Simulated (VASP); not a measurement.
Ta, 1 atom in the cell. The structure is cubic, space group Im-3m (No. 229). Conventional cell: a = 3.224 Å, b = 3.224 Å, c = 3.224 Å, α = 90.00°, β = 90.00°, γ = 90.00°. Ta (site symmetry m-3m) has 14 Ta at 2.79 to 3.22 Å within 3.7 Å. 

* Program: VASP 6.6.1
* Task: relaxation of cell and atoms
* Functional: PBEsol
* Potentials or basis: VASP PAW PBE potentials, release 64 (Ta_pv)
* Cutoff: 600 eV
* k mesh: 18 × 18 × 18
* Occupations: fermi-dirac, width 0.1 eV
* Spin: no spin polarisation
* Target pressure: 10.6 GPa
* Dipole correction: no
* Further INCAR settings: ALGO = Normal; EDIFF = 1e-07; IBRION = 2; EDIFFG = -0.002; NSW = 80; ISIF = 3

Potentials or basis: VASP PAW PBE potentials, release 64 (Ta_pv).

Run with:

```bash
$ cat potpaw_PBE.64/Ta_pv/POTCAR > POTCAR
$ mpirun -np 1 vasp_std > vasp.out
```

Hardware: 1 thread of Intel Xeon 8259CL (shared host).

Problem. Estimate the wall time of this run.

Solution. Wall time 78 s on 1 thread of Intel Xeon 8259CL, with other jobs on the host, peak memory 0.17 GiB. Counts: scf iterations 25, k points 195, ion steps 3.
